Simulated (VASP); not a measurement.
Here is a VASP 6.6.1 calculation.

The input INCAR:

```
  PREC = Accurate
  ENCUT = 520
  EDIFF = 1E-7
  ISMEAR = 0
  SIGMA = 0.012
  LREAL = False
  LASPH = True
  NELM = 100
  ALGO = Normal
  ISIF = 2
  LWAVE = False
  LCHARG = True
  GGA = PE
  LELF = True
  LVHAR = True
  NBANDS = 17
```

KPOINTS

```
Automatic mesh
0
Gamma
  7 7 7
```

File POSCAR:

```
SnTe
1.0
    0.0000000000      3.1508500000      3.1508500000
    3.1508500000      0.0000000000      3.1508500000
    3.1508500000      3.1508500000      0.0000000000
Te Sn
1 1
Direct
    0.5000000000      0.5000000000      0.5000000000
    0.0000000000      0.0000000000      0.0000000000
```

Potentials or basis: VASP PAW PBE potentials, release 64 (Te, Sn_d).

Command:

```bash
$ cat potpaw_PBE.64/Te/POTCAR potpaw_PBE.64/Sn_d/POTCAR > POTCAR
$ mpirun -np 1 vasp_std > vasp.out
```

Q: What does it give for the pressure?

A: 2.2 GPa.
